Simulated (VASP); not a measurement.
# GaN (Fm-3m) in VASP: a series of runs

Aim: see how the results for GaN move with the level of theory and the settings. Levels: RPBE+D4, revPBE+D4. Tasks: single point.

Everything below comes from runs of VASP 6.6.1. Logs are shortened: lines on timing, memory, paths and dates and some standing lists are left out, and cuts for length are marked.

### 1 The cell of the first run

The structure is cubic, space group Fm-3m (No. 225). The conventional cell has a = 4.168 Å, b = 4.168 Å, c = 4.168 Å, α = 90.00°, β = 90.00°, γ = 90.00°. Within 2.8 Å of Ga (site symmetry m-3m) lie 6 N at 2.08 Å. N (site symmetry m-3m) has 6 Ga at 2.08 Å within 2.8 Å.

### 2 Single point, RPBE+D4 (volume scaled by 0.98)

Input file INCAR:

```
  ALGO = Normal
  EDIFF = 1E-7
  ENCUT = 520
  GGA = RP
  ISIF = 2
  ISMEAR = 0
  IVDW = 13
  LASPH = T
  LCHARG = F
  LREAL = F
  LWAVE = F
  NBANDS = 16
  NELM = 80
  PREC = Accurate
  SIGMA = 0.05
```

Input file KPOINTS:

```
k-points
0
Gamma
  10 10 10
```

Input file POSCAR:

```
GaN
1.0
    0.0000000000      2.0839626662      2.0839626662
    2.0839626662      0.0000000000      2.0839626662
    2.0839626662      2.0839626662      0.0000000000
Ga N
1 1
Direct
    0.5000000000      0.5000000000      0.5000000000
    0.0000000000      0.0000000000      0.0000000000
```

Potentials or basis: VASP PAW PBE potentials, release 64 (Ga_d, N).

Launch:

```bash
cat potpaw_PBE.64/Ga_d/POTCAR potpaw_PBE.64/N/POTCAR > POTCAR
mpirun -np 1 vasp_std > vasp.out
```

OUTCAR:

```text
EDIFF = 1E-7
   ENCUT = 520
   GGA = RP
   ISIF = 2
   ISMEAR = 0
   IVDW = 13
   LASPH = T
   LREAL = F
   NELM = 80
   PREC = Accurate

 ion  position               nearest neighbor table
   1  0.500  0.500  0.500-   2 2.08   2 2.08   2 2.08   2 2.08   2 2.08   2 2.08
   2  0.000  0.000  0.000-   1 2.08   1 2.08   1 2.08   1 2.08   1 2.08   1 2.08

  LATTYP: Found a face centered cubic cell.
 ALAT       =     4.1679253324

  Lattice vectors:

 A1 = (   0.0000000000,   2.0839626662,   2.0839626662)
 A2 = (   2.0839626662,   0.0000000000,   2.0839626662)
 A3 = (   2.0839626662,   2.0839626662,   0.0000000000)

Analysis of symmetry for initial positions (statically):
=====================================================================
 Subroutine PRICEL returns:
 Original cell was already a primitive cell.

 Routine SETGRP: Setting up the symmetry group for a
 face centered cubic supercell.

 Subroutine GETGRP returns: Found 48 space group operations
 (whereof 48 operations were pure point group operations)
 out of a pool of 48 trial point group operations.

The static configuration has the point symmetry O_h .

Analysis of symmetry for dynamics (positions and initial velocities):
=====================================================================
 Subroutine PRICEL returns:
 Original cell was already a primitive cell.

 Routine SETGRP: Setting up the symmetry group for a
 face centered cubic supercell.

 Subroutine GETGRP returns: Found 48 space group operations
 (whereof 48 operations were pure point group operations)
 out of a pool of 48 trial point group operations.

The dynamic configuration has the point symmetry O_h .

 Subroutine INISYM returns: Found 48 space group operations
 (whereof 48 operations are pure point group operations),
 and found     1 'primitive' translations

----------------------------------------------------------------------------------------

                                     Primitive cell

  volume of cell :      18.1009

  direct lattice vectors                    reciprocal lattice vectors
     0.000000000  2.083962666  2.083962666    -0.239927523  0.239927523  0.239927523
     2.083962666  0.000000000  2.083962666     0.239927523 -0.239927523  0.239927523
     2.083962666  2.083962666  0.000000000     0.239927523  0.239927523 -0.239927523

  length of vectors
     2.947168266  2.947168266  2.947168266     0.415566660  0.415566660  0.415566660

  position of ions in fractional coordinates (direct lattice)
     0.500000000  0.500000000  0.500000000
     0.000000000  0.000000000  0.000000000

  ion indices of the primitive-cell ions
   primitive index   ion index
                 1           1
                 2           2

----------------------------------------------------------------------------------------

 KPOINTS: k-points

Automatic generation of k-mesh.
 Grid dimensions read from file:
 generate k-points for:   10   10   10

 Generating k-lattice:

  Cartesian coordinates                     Fractional coordinates (reciprocal lattice)
    -0.023992752  0.023992752  0.023992752     0.100000000  0.000000000  0.000000000
     0.023992752 -0.023992752  0.023992752     0.000000000  0.100000000  0.000000000
     0.023992752  0.023992752 -0.023992752     0.000000000  0.000000000  0.100000000

  Length of vectors
     0.041556666  0.041556666  0.041556666

  Shift w.r.t. Gamma in fractional coordinates (k-lattice)
     0.000000000  0.000000000  0.000000000

 Subroutine IBZKPT returns following result:
 ===========================================

 Found     47 irreducible k-points:

 Following reciprocal coordinates:
            Coordinates               Weight
  0.000000  0.000000  0.000000      1.000000
  0.100000  0.000000  0.000000      8.000000
  0.200000  0.000000  0.000000      8.000000
  0.300000  0.000000  0.000000      8.000000
  0.400000  0.000000  0.000000      8.000000
  0.500000  0.000000  0.000000      4.000000
[... 16 lines left out ...]
  0.300000  0.300000  0.000000      6.000000
  0.400000  0.300000  0.000000     24.000000
 [... further k-points ...]
   k-points           NKPTS =     47   k-points in BZ     NKDIM =     47   number of bands    NBANDS=     16
   number of dos      NEDOS =    301   number of ions     NIONS =      2
   total plane-waves  NPLWV =  13824
   dimension x,y,z NGX =    24 NGY =   24 NGZ =   24
   dimension x,y,z NGXF=    48 NGYF=   48 NGZF=   48
   ions per type =               1   1
   NGX,Y,Z   is equivalent  to a cutoff of  13.54, 13.54, 13.54 a.u.
   NGXF,Y,Z  is equivalent  to a cutoff of  27.08, 27.08, 27.08 a.u.
 SYSTEM =  unknown system
   PREC   = accura    normal or accurate (medium, high low for compatibility)
   ISTART =      0    job   : 0-new  1-cont  2-samecut
   ICHARG =      2    charge: 1-file 2-atom 10-const
   ISPIN  =      1    spin polarized calculation?
   LNONCOLLINEAR =      F non collinear calculations
   LSORBIT =      F    spin-orbit coupling
   LASPH  =      T    aspherical Exc in radial PAW
   ENCUT  =  520.0 eV  38.22 Ry    6.18 a.u.   5.48  5.48  5.48*2*pi/ulx,y,z
   NELM   =     80;   NELMIN=  2; NELMDL= -5     # of ELM steps
   EDIFF  = 0.1E-06   stopping-criterion for ELM
   LREAL  =      F    real-space projection
   EDIFFG = 0.1E-05   stopping-criterion for IOM
   NSW    =      0    number of steps for IOM
   IBRION =     -1    ionic relax: 0-MD 1-quasi-New 2-CG
   NFREE  =      0    steps in history (QN), initial steepest desc. (CG)
   ISIF   =      2    stress and relaxation
   ISYM   =      2    0-nonsym 1-usesym 2-fastsym
   POTIM  = 0.5000    time-step for ionic-motion
   TEBEG  =    0.0;   TEEND  =   0.0 temperature during run
   PSTRESS=    0.0 pullay stress
   NELECT =      18.0000    total number of electrons
   NUPDOWN=      -1.0000    fix difference up-down
   EMIN   =  10.00;   EMAX   =-10.00  energy-range for DOS
   EFERMI =   0.00;   METHOD = LEGACY
   ISMEAR =     0;   SIGMA  =   0.05  broadening in eV -4-tet -1-fermi 0-gaus
   EFERMI_NEDOS =   21; number of points for ismear=-14 and -15
   IALGO  =     38    algorithm
   IMIX   =      4    mixing-type and parameters
     AMIX     =   0.40;   BMIX     =  1.00
     AMIX_MAG =   1.60;   BMIX_MAG =  1.00
  volume/ion in A,a.u.               =       9.05        61.08
  Fermi-wavevector in a.u.,A,eV,Ry     =   1.634051  3.087910 36.329246  2.670124
  Thomas-Fermi vector in A             =   2.725755
   LORBIT       =      0    0 simple, 1 ext, 2 COOP (PROOUT), +10 PAW based schemes
   GGA     = RP    functional components
   LHFCALC =     F    Hartree Fock is set to
   AEXX    =    0.0000 exact exchange contribution
   IVDW    =    13    specifies the selected vdW correction
   LEPSILON=     F    determine dielectric tensor
   LRPA    =     F    only Hartree local field effects (RPA)
 non-spin polarized calculation
 Gauss-broadening in eV      SIGMA  =   0.05
  energy-cutoff  :      520.00
  volume of cell :       18.10
 maximum number of plane-waves:       531
 NGX is ok and might be reduce to    24
   NGX = 11   NGY = 11   NGZ = 11

 number of electron      17.9999996 magnetization

 Free energy of the ion-electron system (eV)
  ---------------------------------------------------
  ext. energy  EPLUGINS =         0.00000000
  ---------------------------------------------------
  free energy    TOTEN  =       -10.22575663 eV

  energy without entropy =      -10.22575663  energy(sigma->0) =      -10.22575663

 E-fermi :   8.7431     XC(G=0): -13.1666

 val. band max:        8.5313549252   @ k =  -0.2000   0.2000   0.0000
 cond. band min:       9.5188336803   @ k =   0.5000   0.5000   0.0000
 fundamental gap:      0.9874787551
 Fermi energy:         8.7430805223

 k-point     1 :       0.0000    0.0000    0.0000
  band No.  band energies     occupation
      1      -9.2077      2.00000
      2      -5.4208      2.00000
      3      -5.4208      2.00000
      4      -5.4208      2.00000
      5      -5.3165      2.00000
      6      -5.3165      2.00000
[... 8 lines left out ...]
     15      25.1164      0.00000
     16      25.1165      0.00000

 k-point     2 :       0.1000    0.0000    0.0000
  band No.  band energies     occupation
      1      -9.0054      2.00000
      2      -5.4303      2.00000
      3      -5.4105      2.00000
      4      -5.4105      2.00000
      5      -5.3311      2.00000
      6      -5.3311      2.00000
[... 8 lines left out ...]
     15      24.9854      0.00000
     16      24.9854      0.00000

 k-point     3 :       0.2000    0.0000    0.0000
  band No.  band energies     occupation
      1      -8.4187      2.00000
      2      -5.4559      2.00000
      3      -5.4398      2.00000
      4      -5.4398      2.00000
      5      -5.3122      2.00000
      6      -5.3122      2.00000
[... 8 lines left out ...]
     15      25.9718      0.00000
     16      25.9718      0.00000

 k-point     4 :       0.3000    0.0000    0.0000
  band No.  band energies     occupation
      1      -7.5242      2.00000
      2      -5.5159      2.00000
      3      -5.5159      2.00000
      4      -5.4933      2.00000
      5      -5.2471      2.00000
      6      -5.2471      2.00000
[... 8 lines left out ...]
     15      27.8271      0.00000
     16      27.8271      0.00000
[... 324 lines left out ...]
 k-point    22 :      -0.2000    0.2000    0.0000
  band No.  band energies     occupation
      1      -7.3828      2.00000
      2      -5.5205      2.00000
      3      -5.5062      2.00000
      4      -5.4675      2.00000
      5      -5.3013      2.00000
      6      -5.0267      2.00000
[... 8 lines left out ...]
     15      28.0492      0.00000
     16      30.0827      0.00000

 k-point    23 :       0.3000    0.3000    0.0000
  band No.  band energies     occupation
      1      -7.5894      2.00000
      2      -5.5558      2.00000
      3      -5.2362      2.00000
      4      -5.2348      2.00000
      5      -5.2348      2.00000
      6      -4.9187      2.00000
[... 8 lines left out ...]
     15      33.0578      0.00000
     16      35.0143      0.00000

 k-point    24 :       0.4000    0.3000    0.0000
  band No.  band energies     occupation
      1      -7.3706      2.00000
      2      -5.5726      2.00000
      3      -5.2750      2.00000
      4      -5.2236      2.00000
      5      -5.1610      2.00000
      6      -4.2671      2.00000
[... 8 lines left out ...]
     15      33.9104      0.00000
     16      35.5048      0.00000

 [... further k-points ...]

------------------------ aborting loop because EDIFF is reached ----------------------------------------

  DFT-D4 for vdW energy calculation

  Edisp (eV):   -1.98351

  FORCE on cell =-STRESS in cart. coord.  units (eV):
  Direction    XX          YY          ZZ          XY          YZ          ZX
  --------------------------------------------------------------------------------------
  -------------------------------------------------------------------------------------
  Total       0.66309     0.66309     0.66309    -0.00000    -0.00000     0.00000
  in kB      58.69229    58.69229    58.69229    -0.00000    -0.00000     0.00000
  external pressure =       58.69 kB  Pullay stress =        0.00 kB

 VOLUME and BASIS-vectors are now :
 -----------------------------------------------------------------------------
  energy-cutoff  :      520.00
  volume of cell :       18.10
      direct lattice vectors                 reciprocal lattice vectors
     0.000000000  2.083962666  2.083962666    -0.239927523  0.239927523  0.239927523
     2.083962666  0.000000000  2.083962666     0.239927523 -0.239927523  0.239927523
     2.083962666  2.083962666  0.000000000     0.239927523  0.239927523 -0.239927523

 POSITION                                       TOTAL-FORCE (eV/Angst)
 -----------------------------------------------------------------------------------
      2.08396      2.08396      2.08396        -0.000000     -0.000000      0.000000
      0.00000      0.00000      0.00000         0.000000      0.000000      0.000000
 -----------------------------------------------------------------------------------
    total drift:                                0.000000     -0.000000      0.000000

  FREE ENERGIE OF THE ION-ELECTRON SYSTEM (eV)
  ---------------------------------------------------
  free  energy   TOTEN  =       -12.2092653989 eV

  energy  without entropy=      -12.2092653989  energy(sigma->0) =      -12.20926540
```

Wall time 34 s (1 thread of Intel Xeon Platinum 8488C (Sapphire Rapids), shared host); peak memory 0.14 GiB.

What came out:

```yaml
Free_energy: -12.2093 eV
Pressure: 5.9 GPa
Band_gap_on_the_k_mesh: 0.99 eV, indirect (least direct gap 3.30 eV)
Dispersion_energy_per_atom: -0.992 eV
```

Caveat: the PAW data sets were made with another functional, which shifts forces and pressure a little. A k mesh can miss the band edges.

(Part 1 of 2 ends here.)
